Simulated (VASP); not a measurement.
# Co (P6/mmm) in VASP: further runs

Co is run at these levels: PBE; tasks: single point, relaxation of cell and atoms.

Program: VASP 6.6.1. These are calculated values, not measurements. Logs are shortened: lines on timing, memory, paths and dates and some standing lists are left out, and cuts for length are marked.

### 1 The cell of the first run

The structure is hexagonal, space group P6/mmm (No. 191). The conventional cell has a = 3.483 Å, b = 3.483 Å, c = 2.969 Å, α = 90.00°, β = 90.00°, γ = 120.00°. Co (site symmetry -6m2) has 9 Co at 2.01 to 2.50 Å within 2.7 Å. Co (site symmetry 6/mmm) has 14 Co at 2.50 to 2.97 Å within 3.3 Å.

### 2 Single point, PBE, collinear spin, ferromagnetic start

The input, INCAR:

```
SYSTEM = Co
PREC     = Accurate       ! precision mode
ENCUT    = 520            ! plane-wave cutoff, eV
EDIFF    = 1E-6           ! SCF threshold, eV
ISMEAR   = 0              ! smearing method
SIGMA    = 0.1            ! smearing width, eV
LREAL    = .False.        ! projectors in reciprocal space
LASPH    = .True.         ! aspherical terms in the spheres
NELM     = 150            ! most SCF steps
ALGO     = Normal         ! electronic algorithm
ISIF     = 2              ! what is computed and relaxed
LWAVE    = .False.        ! write WAVECAR
LCHARG   = .False.        ! write CHGCAR
ISPIN    = 2              ! spin polarisation
MAGMOM   = 3 3 3          ! initial moments
LORBIT   = 11             ! projections on sites
LMAXMIX  = 4              ! l up to which the mixer works
GGA      = PE             ! functional
NBANDS   = 24             ! bands
```

The input, KPOINTS:

```
regular mesh
0
Gamma
  6 6 6
  0 0 0
```

The input, POSCAR:

```
Co
1.0
    3.4833491120      0.0000000000      0.0000000000
   -1.7416745560      3.0166688212      0.0000000000
    0.0000000000      0.0000000000      2.9692852562
Co
3
Direct
    0.3333333333      0.6666666667      0.5000000000
    0.0000000000      0.0000000000      0.0000000000
    0.6666666667      0.3333333333      0.5000000000
```

Potentials or basis: VASP PAW PBE potentials, release 64 (Co).

On the command line:

```sh
> cat potpaw_PBE.64/Co/POTCAR > POTCAR
> mpirun -np 1 vasp_std > vasp.out
```

OUTCAR:

```text
SYSTEM = Co
   PREC = Accurate
   ENCUT = 520
   EDIFF = 1E-6
   ISMEAR = 0
   LREAL = .False.
   LASPH = .True.
   NELM = 150
   ISIF = 2
   ISPIN = 2
   LORBIT = 11
   GGA = PE

 ion  position               nearest neighbor table
   1  0.333  0.667  0.500-   3 2.01   3 2.01   3 2.01   2 2.50   2 2.50   2 2.50   2 2.50   2 2.50
                             2 2.50
   2  0.000  0.000  0.000-   1 2.50   3 2.50   1 2.50   3 2.50   1 2.50   1 2.50   3 2.50   3 2.50
                             3 2.50   3 2.50   1 2.50   1 2.50
   3  0.667  0.333  0.500-   1 2.01   1 2.01   1 2.01   2 2.50   2 2.50   2 2.50   2 2.50   2 2.50
                             2 2.50

  LATTYP: Found a hexagonal cell.
 ALAT       =     3.4833491120
 C/A-ratio  =     0.8524225281

  Lattice vectors:

 A1 = (   3.4833491120,   0.0000000000,   0.0000000000)
 A2 = (  -1.7416745560,   3.0166688212,   0.0000000000)
 A3 = (   0.0000000000,   0.0000000000,   2.9692852562)

Analysis of symmetry for initial positions (statically):
=====================================================================
 Subroutine PRICEL returns:
 Original cell was already a primitive cell.

 Routine SETGRP: Setting up the symmetry group for a
 hexagonal supercell.

 Subroutine GETGRP returns: Found 24 space group operations
 (whereof 24 operations were pure point group operations)
 out of a pool of 24 trial point group operations.

The static configuration has the point symmetry D_6h.

Analysis of symmetry for dynamics (positions and initial velocities):
=====================================================================
 Subroutine PRICEL returns:
 Original cell was already a primitive cell.

 Routine SETGRP: Setting up the symmetry group for a
 hexagonal supercell.

 Subroutine GETGRP returns: Found 24 space group operations
 (whereof 24 operations were pure point group operations)
 out of a pool of 24 trial point group operations.

The dynamic configuration has the point symmetry D_6h.

Analysis of structural, dynamic, and magnetic symmetry:
=====================================================================
 Subroutine PRICEL returns:
 Original cell was already a primitive cell.

 Routine SETGRP: Setting up the symmetry group for a
 hexagonal supercell.

 Subroutine GETGRP returns: Found 24 space group operations
 (whereof 24 operations were pure point group operations)
 out of a pool of 24 trial point group operations.

The overall configuration has the point symmetry D_6h.

 Subroutine INISYM returns: Found 24 space group operations
[... 124 lines left out ...]
   GGA     = PE    functional components
   LHFCALC =     F    Hartree Fock is set to
   AEXX    =    0.0000 exact exchange contribution
   IVDW    =     0    specifies the selected vdW correction
   LEPSILON=     F    determine dielectric tensor
   LRPA    =     F    only Hartree local field effects (RPA)
 spin polarized calculation
 Gauss-broadening in eV      SIGMA  =   0.10
  energy-cutoff  :      520.00
  volume of cell :       31.20
 maximum number of plane-waves:       859
 NGX is ok and might be reduce to    28
   NGX = 13   NGY = 13   NGZ = 11

 number of electron      26.9999994 magnetization       4.6915001

 Free energy of the ion-electron system (eV)
  ---------------------------------------------------
  ext. energy  EPLUGINS =         0.00000000
  ---------------------------------------------------
  free energy    TOTEN  =       -18.94024984 eV

  energy without entropy =      -18.92785658  energy(sigma->0) =      -18.93405321

 E-fermi :  11.1488     XC(G=0): -13.5662

 val. band max:       11.1349555060   @ k =   0.3333   0.0000   0.0000
 cond. band min:      11.1538150626   @ k =   0.1667   0.0000   0.1667
 fundamental gap:      0.0188595566
 Fermi energy:        11.1487776603

 spin component 1

 k-point     1 :       0.0000    0.0000    0.0000
  band No.  band energies     occupation
      1       1.7808      1.00000
      2       5.5085      1.00000
      3       7.6120      1.00000
      4       7.6120      1.00000
      5       7.6440      1.00000
      6       7.6440      1.00000
[... 637 lines left out ...]
     23      24.0861      0.00000
     24      31.4165      0.00000

 [... further k-points ...]

 spin component 2

 k-point     1 :       0.0000    0.0000    0.0000
  band No.  band energies     occupation
      1       1.8820      1.00000
      2       6.7841      1.00000
      3       8.6983      1.00000
      4       8.6983      1.00000
      5       8.8241      1.00000
      6       8.8241      1.00000
[... 637 lines left out ...]
     23      24.6207      0.00000
     24      31.5957      0.00000

 [... further k-points ...]

------------------------ aborting loop because EDIFF is reached ----------------------------------------

  FORCE on cell =-STRESS in cart. coord.  units (eV):
  Direction    XX          YY          ZZ          XY          YZ          ZX
  --------------------------------------------------------------------------------------
  -------------------------------------------------------------------------------------
  Total       11.9477217     11.9477217     -0.9281070      0.0000000      0.0000000     -0.0000000
  in kB      613.5064354    613.5064353    -47.6575904      0.0000000      0.0000000     -0.0000000
  external PRESSURE =     393.1184268 kB  Pullay stress =       0.0000000 kB

 VOLUME and BASIS-vectors are now :
 -----------------------------------------------------------------------------
  energy-cutoff  :      520.00
  volume of cell :       31.20
      direct lattice vectors                 reciprocal lattice vectors
     3.483349112  0.000000000  0.000000000     0.287080039  0.165745738  0.000000000
    -1.741674556  3.016668821  0.000000000     0.000000000  0.331491476  0.000000000
     0.000000000  0.000000000  2.969285256     0.000000000  0.000000000  0.336781385

 POSITION                                       TOTAL-FORCE (eV/Angst)
 -----------------------------------------------------------------------------------
     -0.00000      2.01111      1.48464        -0.000000      0.000000      0.000000
      0.00000      0.00000      0.00000        -0.000000      0.000000      0.000000
      1.74167      1.00556      1.48464         0.000000     -0.000000      0.000000
 -----------------------------------------------------------------------------------
    total drift:                               -0.000000      0.000000     -0.000000

  FREE ENERGIE OF THE ION-ELECTRON SYSTEM (eV)
  ---------------------------------------------------
  free  energy   TOTEN  =       -18.9402498353 eV

  energy  without entropy=      -18.9278565791  energy(sigma->0) =      -18.93405321

 total charge

# of ion       s       p       d       tot
------------------------------------------
    1        0.591   0.645   7.471   8.706
    2        0.475   0.503   7.266   8.243
    3        0.591   0.645   7.471   8.706
--------------------------------------------------
tot          1.656   1.792  22.208  25.655

 magnetization (x)

# of ion       s       p       d       tot
------------------------------------------
    1       -0.001  -0.032   1.454   1.421
    2        0.005  -0.028   1.838   1.815
    3       -0.001  -0.032   1.454   1.421
--------------------------------------------------
tot          0.003  -0.093   4.747   4.658
```

OSZICAR:

```text
N       E                     dE             d eps       ncg     rms          rms(c)
DAV:   1     0.160799428934E+03    0.16080E+03   -0.11978E+04  2808   0.156E+03
DAV:   2    -0.123146750885E+02   -0.17311E+03   -0.15986E+03  2728   0.278E+02
DAV:   3    -0.202995415816E+02   -0.79849E+01   -0.77941E+01  3040   0.822E+01
DAV:   4    -0.204395904582E+02   -0.14005E+00   -0.13998E+00  3896   0.911E+00
DAV:   5    -0.204420095487E+02   -0.24191E-02   -0.24190E-02  3368   0.109E+00    0.226E+01
DAV:   6    -0.235732821105E+02   -0.31313E+01   -0.29195E+01  3136   0.940E+01    0.286E+01
DAV:   7    -0.208506011530E+02    0.27227E+01   -0.20550E+01  3208   0.107E+02    0.221E+01
DAV:   8    -0.189710697167E+02    0.18795E+01   -0.18535E+01  3352   0.465E+01    0.697E+00
DAV:   9    -0.188619791708E+02    0.10909E+00   -0.85097E-01  3696   0.147E+01    0.344E+00
DAV:  10    -0.189190392142E+02   -0.57060E-01   -0.69685E-02  3344   0.306E+00    0.249E+00
DAV:  11    -0.189430479807E+02   -0.24009E-01   -0.42832E-02  3792   0.304E+00    0.115E+00
DAV:  12    -0.189408503910E+02    0.21976E-02   -0.21648E-02  3696   0.153E+00    0.580E-01
DAV:  13    -0.189402110572E+02    0.63933E-03   -0.33749E-03  3712   0.732E-01    0.190E-01
DAV:  14    -0.189402615013E+02   -0.50444E-04   -0.65361E-04  4000   0.229E-01    0.831E-02
DAV:  15    -0.189402451984E+02    0.16303E-04   -0.47720E-05  3336   0.140E-01    0.284E-02
DAV:  16    -0.189402487092E+02   -0.35108E-05   -0.24806E-05  3344   0.625E-02    0.130E-02
DAV:  17    -0.189402497856E+02   -0.10764E-05   -0.30020E-06  2248   0.277E-02    0.620E-03
DAV:  18    -0.189402498353E+02   -0.49724E-07   -0.73803E-07  1544   0.101E-02
   1 F= -.18940250E+02 E0= -.18934053E+02  d E =-.123933E-01  mag=     4.6916
```

Run time: 25 s. Hardware: 1 thread of Intel Xeon 6975P-C (Granite Rapids), shared host; peak memory 0.17 GiB.

Results:

```
Free energy                                           : -18.9402 eV
Pressure                                              : 39.3 GPa
Net moment                                            : 4.69 μB per cell
Site moments                                          : Co +1.42, +1.81 μB
Valence electrons inside the program's atomic spheres : Co 8.71, 8.24
```

Levels at points of the mesh, in eV from the Fermi level:
Spin up:
| k point | band 14 | band 15 | band 16 | band 17 | band 18 | band 19 |
| --- | --- | --- | --- | --- | --- | --- |
| (0.00, 0.00, 0.00) | -1.91 | -0.48 | -0.48 | 6.96 | 9.57 | 9.57 |
| (0.50, 0.00, 0.00) | -0.97 | -0.75 | -0.30 | 0.39 | 2.41 | 9.80 |
| (0.00, 0.00, 0.50) | -1.14 | -0.77 | -0.76 | -0.76 | 11.65 | 11.89 |
| (0.50, 0.00, 0.50) | -0.53 | -0.42 | 0.10 | 1.15 | 4.34 | 4.34 |
Spin down:
```
           k point  band 9  band 10  band 11  band 12  band 13  band 14
(0.00, 0.00, 0.00)   -1.48    -1.48    -0.77    -0.77    -0.43    -0.07
(0.50, 0.00, 0.00)   -1.71    -0.85    -0.07     0.47     0.62     0.78
(0.00, 0.00, 0.50)   -0.18    -0.18     0.05     0.77     0.77     0.78
(0.50, 0.00, 0.50)   -0.95    -0.93    -0.81     0.32     0.79     1.14
```

### 3 Single point, PBE, collinear spin, ferromagnetic start

This run uses another cell than the first one, of 11.07 Å³/atom, 1.064 times its volume.

The input, INCAR:

```
PREC = Accurate ; ENCUT = 520
EDIFF = 1E-6 ; ISMEAR = 0
SIGMA = 0.1 ; LREAL = False
LASPH = True ; NELM = 150
ALGO = Normal ; ISIF = 2
LWAVE = False ; LCHARG = False
ISPIN = 2 ; MAGMOM = 1.58 2.05 1.58
LORBIT = 11 ; LMAXMIX = 4
GGA = PE ; NBANDS = 24
```

The input, KPOINTS:

```
Automatic mesh
0
Gamma
  6 6 6
```

The input, POSCAR:

```
Co
1.0
    3.9659474382      0.0000000000      0.0000000000
   -1.9829737191      3.4346112316      0.0000000000
    0.0000000000      0.0000000000      2.4381616318
Co
3
Direct
    0.3333333333      0.6666666667      0.5000000000
    0.0000000000      0.0000000000      0.0000000000
    0.6666666667      0.3333333333      0.5000000000
```

Potentials or basis: VASP PAW PBE potentials, release 64 (Co).

On the command line:

```sh
> cat potpaw_PBE.64/Co/POTCAR > POTCAR
> mpirun -np 1 vasp_std > vasp.out
```

Wall time 26 s (1 thread of Intel Xeon 6975P-C (Granite Rapids), shared host); peak memory 0.17 GiB.

Results (log left out):

```yaml
Free_energy: -20.8822 eV
Pressure: -0.8 GPa
Band_gap_on_the_k_mesh: zero (filled and empty bands overlap)
Net_moment: 5.01 μB per cell
Site_moments: Co +1.71, +1.65 μB
Valence_electrons_inside_the_program's_atomic_spheres: Co 8.28, 8.19
```

Stress tensor (GPa, compression positive):
```
-0.78  0.00  0.00
 0.00 -0.78  0.00
 0.00  0.00 -0.95
```

Levels at points of the mesh, in eV from the Fermi level:
Spin up:
```tsv
k point	band 12	band 13	band 14	band 15	band 16	band 17	band 18	band 19	band 20	band 21
(0.00, 0.00, 0.00)	-2.16	-1.96	-1.96	-0.82	-0.82	6.26	6.26	6.26	6.26	8.78
(0.50, 0.00, 0.00)	-1.23	-1.18	-1.15	-1.05	-0.78	-0.65	0.18	6.58	15.66	15.73
(0.00, 0.00, 0.50)	-1.15	-0.86	-0.86	-0.32	0.75	1.57	9.74	10.28	10.28	11.28
(0.50, 0.00, 0.50)	-1.23	-1.11	-0.81	-0.50	1.55	1.76	5.02	5.66	8.49	9.50
```
Spin down:
```csv
k point,band 8,band 9,band 10,band 11,band 12,band 13,band 14,band 15
"(0.00, 0.00, 0.00)",-1.29,-0.72,-0.72,-0.14,-0.14,-0.12,-0.12,1.25
"(0.50, 0.00, 0.00)",-1.32,-0.79,-0.03,-0.03,0.14,0.56,0.87,0.88
"(0.00, 0.00, 0.50)",-0.94,-0.74,-0.74,0.79,0.79,1.00,1.00,1.43
"(0.50, 0.00, 0.50)",-0.98,-0.73,-0.72,-0.03,0.55,0.90,1.12,1.32
```

Caveat: the k points lie up to 0.43 Å⁻¹ apart.

### 4 Relaxation of cell and atoms, PBE, collinear spin, ferromagnetic start

The input, INCAR:

```
  PREC = Accurate
  ENCUT = 600
  EDIFF = 1E-6
  ISMEAR = 0
  SIGMA = 0.1
  LREAL = False
  LASPH = True
  NELM = 150
  ALGO = Normal
  ISIF = 3
  LWAVE = False
  LCHARG = False
  ISPIN = 2
  MAGMOM = 1.58 2.05 1.58
  LORBIT = 11
  LMAXMIX = 4
  GGA = PE
  IBRION = 2
  NSW = 90
  EDIFFG = -0.04
```

KPOINTS is that of step 3.

The input, POSCAR:

```
Co
1.0
    3.4833491120      0.0000000000      0.0000000000
   -1.7416745560      3.0166688212      0.0000000000
    0.0000000000      0.0000000000      2.9692852562
Co
3
Direct
    0.3333333333      0.6666666667      0.5000000000
    0.0000000000      0.0000000000      0.0000000000
    0.6666666667      0.3333333333      0.5000000000
```

On the command line:

```sh
> cat potpaw_PBE.64/Co/POTCAR > POTCAR
> mpirun -np 1 vasp_std > vasp.out
```

It took 3.2 min on 1 thread of Intel Xeon 6975P-C (Granite Rapids), shared host; peak memory 0.18 GiB.

The run converged. Its results:

```yaml
Free_energy: -20.8809 eV
Relaxed_volume: 11.02 Å³/atom
Relaxed_cell: a = 3.962 Å, b = 3.962 Å, c = 2.433 Å, α = 90.00°, β = 90.00°, γ = 120.00°
Space_group_after_relaxing_to_0.05_Å: P6/mmm (No. 191)
Energy_gained_by_relaxing: 647.1 meV/atom
Ionic_steps: 11
Pressure_after_relaxing: 0.0 GPa
Band_gap_on_the_k_mesh: zero (filled and empty bands overlap)
Net_moment: 5.01 μB per cell
Site_moments: Co +1.71, +1.64 μB
Valence_electrons_inside_the_program's_atomic_spheres: Co 8.29, 8.20
```

Stress tensor (GPa, compression positive):
```
-0.07  0.00  0.00
 0.00 -0.07  0.00
 0.00  0.00  0.17
```

Step by step:
| step | energy change (eV) | largest force (eV/Å) | pressure (GPa) | volume (Å³) |
| --- | --- | --- | --- | --- |
| 1 | 0.0000 | 0.0000 | 39.23 | 31.20 |
| 2 | -0.5374 | 0.0000 | -26.88 | 43.65 |
| 3 | -1.0518 | 0.0000 | -10.87 | 37.63 |
| 4 | -1.7074 | 0.0000 | -10.42 | 35.48 |
| 5 | 2.6229 | 0.0000 | 82.53 | 28.13 |
| 6 | -1.8378 | 0.0000 | -8.72 | 34.83 |
| 7 | -1.9222 | 0.0000 | -2.26 | 33.45 |
| 8 | -1.9295 | 0.0000 | -4.43 | 33.85 |
| 9 | -1.9304 | 0.0000 | -4.03 | 33.77 |
| 10 | -1.9317 | 0.0000 | 4.08 | 32.42 |
| 11 | -1.9412 | 0.0000 | 0.01 | 33.07 |

Final structure:
```yaml
crystal:
  lattice:
    - [3.96175, 0.00000, 0.00000]
    - [-1.98088, 3.43098, 0.00000]
    - [0.00000, 0.00000, 2.43269]
  atoms:
    - { symbol: Co, position: [0.33333, 0.66667, 0.50000] }
    - { symbol: Co, position: [0.00000, 0.00000, 0.00000] }
    - { symbol: Co, position: [0.66667, 0.33333, 0.50000] }
```

Levels at points of the mesh, in eV from the Fermi level:
Spin up:
```tsv
k point	band 12	band 13	band 14	band 15	band 16	band 17	band 18	band 19	band 20
(0.00, 0.00, 0.00)	-2.16	-1.96	-1.96	-0.81	-0.81	6.27	6.27	6.27	6.27
(0.50, 0.00, 0.00)	-1.22	-1.17	-1.15	-1.04	-0.78	-0.64	0.17	6.61	15.69
(0.00, 0.00, 0.50)	-1.15	-0.86	-0.86	-0.31	0.77	1.59	9.77	10.31	10.31
(0.50, 0.00, 0.50)	-1.23	-1.11	-0.80	-0.49	1.55	1.78	5.05	5.71	8.53
```
Spin down:
| k point | band 8 | band 9 | band 10 | band 11 | band 12 | band 13 | band 14 | band 15 |
| --- | --- | --- | --- | --- | --- | --- | --- | --- |
| (0.00, 0.00, 0.00) | -1.31 | -0.73 | -0.73 | -0.14 | -0.14 | -0.12 | -0.12 | 1.26 |
| (0.50, 0.00, 0.00) | -1.34 | -0.80 | -0.03 | -0.03 | 0.14 | 0.56 | 0.87 | 0.88 |
| (0.00, 0.00, 0.50) | -0.95 | -0.75 | -0.75 | 0.79 | 0.79 | 1.00 | 1.00 | 1.44 |
| (0.50, 0.00, 0.50) | -0.99 | -0.74 | -0.72 | -0.03 | 0.55 | 0.90 | 1.13 | 1.33 |

[end of part 1 of 2]
